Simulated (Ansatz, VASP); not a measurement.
# TiN in VASP and in Ansatz

The input INCAR:

```
SYSTEM = TiN
PREC     = Accurate       ! precision mode
ENCUT    = 600            ! plane-wave cutoff, eV
EDIFF    = 1E-7           ! SCF threshold, eV
ISMEAR   = 0              ! smearing method
SIGMA    = 0.1            ! smearing width, eV
LREAL    = .False.        ! projectors in reciprocal space
LASPH    = .True.         ! aspherical terms in the spheres
NELM     = 120            ! most SCF steps
ALGO     = Normal         ! electronic algorithm
ISIF     = 3              ! what is computed and relaxed
LWAVE    = .False.        ! write WAVECAR
LCHARG   = .False.        ! write CHGCAR
GGA      = PE             ! functional
IBRION   = 2              ! ionic algorithm
NSW      = 80             ! ionic steps
EDIFFG   = -0.05          ! ionic threshold
GGA_COMPAT= .False.      
NELMIN   = 4
```

The input KPOINTS:

```
Automatic mesh
0
Gamma
  11 11 11
  0 0 0
```

Contents of POSCAR:

```
TiN
1.0
    0.0000000000      2.1190000000      2.1190000000
    2.1190000000      0.0000000000      2.1190000000
    2.1190000000      2.1190000000      0.0000000000
Ti N
1 1
Direct
    0.0000000000      0.0000000000      0.0000000000
    0.5000000000      0.5000000000      0.5000000000
```

Input for Ansatz:

```yaml
crystal:
  lattice:
    bravais: fcc
    a: 4.238
  space_group: 225
  atoms:
    - { symbol: Ti, position: [0.0, 0.0, 0.0] }
    - { symbol: "N", position: [0.5, 0.0, 0.0] }
  reduce_to_primitive: true
kpoints:
  mp_grid:
    grid: [11, 11, 11]
hamiltonian:
  xc: pbe
  dispersion: none
scf:
  convergence:
    dr2_threshold: 1.0e-08
  occupations:
    method: gaussian
    width: 0.1
relax:
  f_tol: 0.05
  cell: {}
```

Alike in both runs: task relaxation of cell and atoms; functional PBE; k mesh 11 × 11 × 11; occupations gaussian, width 0.1 eV; no spin polarisation.

```csv
,VASP,Ansatz
version,VASP 6.6.1,Ansatz 0.2.0
potentials or method,"VASP PAW PBE potentials, release 64 (Ti_sv, N)","plane waves, PAW"
plane-wave cutoff (eV),600,420
valence electrons in the cell,17,17
```

```csv
,VASP,Ansatz,Ansatz less VASP
relaxed volume (Å³/atom),9.59,9.58,-0.013
relaxed length of the cell vector where the two differ most in proportion (Å),3.005,3.003,-0.0014
```

Ansatz's warnings: stress scf threshold loose.
